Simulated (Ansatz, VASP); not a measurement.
## CoO: VASP beside Ansatz

INCAR

```
PREC = Accurate ; ENCUT = 520
EDIFF = 1E-6 ; ISMEAR = 0
SIGMA = 0.05 ; LREAL = F
LASPH = T ; NELM = 150
ALGO = Normal ; ISIF = 2
LWAVE = F ; LCHARG = F
ISPIN = 2 ; MAGMOM = 3 -3 0 0
LORBIT = 11 ; LMAXMIX = 4
LDAU = T ; LDAUTYPE = 2
LDAUL = 2 -1 ; LDAUU = 3.3 0
LDAUJ = 0 0 ; LDAUPRINT = 1
GGA = PE ; NBANDS = 27
```

KPOINTS

```
regular mesh
0
Gamma
  5 5 3
```

File POSCAR:

```
CoO
1.0
    0.0000000000      2.1628257023     -2.1628257023
    0.0000000000      2.1628257023      2.1628257023
    4.3256514046      0.0000000000      0.0000000000
Co O
2 2
Direct
    0.0000000000      0.0000000000      0.0000000000
    0.5000000000      0.5000000000      0.5000000000
    0.0000000000      1.0000000000      0.5000000000
    0.5000000000      1.5000000000      1.0000000000
```

Input for Ansatz:

```yaml
crystal:
  lattice:
    - [0.0, 2.1628257023, -2.1628257023]
    - [0.0, 2.1628257023, 2.1628257023]
    - [4.3256514046, 0.0, 0.0]
  atoms:
    - { symbol: Co, position: [0.0, 0.0, 0.0], spin: 3.0 }
    - { symbol: O, position: [0.0, 1.0, 0.5] }
    - { symbol: Co, position: [0.5, 0.5, 0.5], spin: -3.0 }
    - { symbol: O, position: [0.5, 1.5, 1.0] }
basis:
  ecutwfc: 420
  ecutrho_ratio: 4
kpoints:
  mp_grid: { grid: [5, 5, 3] }
hamiltonian:
  xc: pbe
  hubbard: { sites: [{ species: Co, l: d, u_eff: 3.3 }] }
scf:
  occupations: { method: gaussian, width: 0.05 }
output:
  forces: true
  stress: true
  eigenvalues: true
  populations: true
  hubbard: { sites: [{ species: Co, l: d }] }
magnetization:
  spin_polarized: true
```

Alike in both runs: task single point; functional PBE; k mesh 5 × 5 × 3; occupations gaussian, width 0.05 eV; collinear spin; Hubbard terms Co d U = 3.3 eV.

```csv
,VASP,Ansatz
version,VASP 6.6.1,Ansatz 0.2.0
potentials or method,"VASP PAW PBE potentials, release 64 (Co, O), cutoff 520 eV","scalar-relativistic, plane waves, PAW"
valence electrons in the cell,30,46
```

```csv
,VASP,Ansatz,Ansatz less VASP
gap on the k mesh at the Fermi level (eV),0.72,1.53,+0.804
least direct gap on the mesh (eV),1.53,2.32,+0.786
pressure (GPa),-3.1,0.2,+3.32
net moment per atom (μB),0.00,0.00,0.000
size of the moment on the site where the two differ most (μB),2.75,2.61,-0.141
```

Site moments also hang on the region over which each program counts them. The programs project onto different local orbitals, so the same U acts differently, and such runs can settle in different states. VASP's potentials hold 30 valence electrons a cell and Ansatz's 46, so a difference there can come from the potentials and not from the codes. Ansatz's warnings: stability check not made.

The k mesh is coarse, so the values compare programs but aren't converged.
